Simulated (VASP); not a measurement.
Runs of VASP 6.6.1 on Y. The structure is that of space group Im-3m (No. 229), or close to it. The cells are those of the table. This isn't the form of Y at room conditions, which is hcp.

| task | cell | gap on the mesh (eV) | pressure (GPa) |
| --- | --- | --- | --- |
| relaxation of cell and atoms | relaxed to 20 GPa from a = 3.499 Å, angles 109.5°, 1 atom | none | 20.0 |
| relaxation of cell and atoms | relaxed to 40 GPa from a = 3.499 Å, angles 109.5°, 1 atom | none | 40.1 |
| single point | a = 3.103 Å, angles 109.5°, 1 atom | none | 19.6 |
| single point | a = 2.811 Å, angles 109.5°, 1 atom | none | 59.7 |
| relaxation of cell and atoms | relaxed from a = 3.499 Å, angles 109.5°, 1 atom | none | 0.0 |
| single point | a = 3.442 Å, angles 109.5°, 1 atom | none | (a) |
| single point | a = 2.927 Å, angles 109.5°, 1 atom | none | 39.6 |

Alike in all rows: level PBEsol; potentials or basis VASP PAW PBE potentials, release 64 (Y_sv); no spin polarisation; k mesh 15 × 15 × 15; cutoff (eV) 500; smearing fermi-dirac 0.05 eV.

Question: Fill in the values left out.

Answer: (a) -0.1.

Caveats: the PAW data sets were made with another functional, which shifts forces and pressure a little; the cell stands under pressure (at least some runs); the cell is relaxed towards a set pressure, so the run minimises the enthalpy, not the energy (at least some runs).

A k mesh can miss the band edges, and the runs leave out spin-orbit coupling on Y.

A gap of «none» marks levels without a gap at the run's occupations.
